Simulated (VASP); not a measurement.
The system is Ge.

```
Ge
1.0
     0.00000    2.84765    2.84765
     2.84765    0.00000    2.84765
     2.84765    2.84765    0.00000
Ge
2
Direct
  0.75000 0.75000 0.75000
  0.50000 0.50000 0.50000
```

Base run:

- Program: VASP 6.6.1
- Functional: r2SCAN
- Potentials or basis: VASP PAW PBE potentials, release 64 (Ge_d)
- Cutoff: 520 eV
- k mesh: 8 × 8 × 8
- Occupations: fermi-dirac, width 0.05 eV
- Spin: no spin polarisation

Its results: band gap on the k mesh 0.21 eV, direct; pressure -0.7 GPa.

**Question.** After a change of settings the same cell gave: band gap on the k mesh zero (band 14 reaches 4.49 eV, above the bottom of band 15 at 4.48 eV); pressure -2.5 GPa. Which change was it?
A. functional from r2SCAN to RPBE; dispersion from none to D4
B. functional from r2SCAN to RPBE; dispersion from none to D3(BJ)
C. functional from r2SCAN to SVWN5
D. functional from r2SCAN to revPBE; dispersion from none to D3(BJ)

**Answer.** C.

r2SCAN gives the wider gap, since meta-GGAs in the generalised Kohn-Sham scheme recover part of the derivative discontinuity.

Caveats: the PAW data sets were made with another functional, which shifts forces and pressure a little.
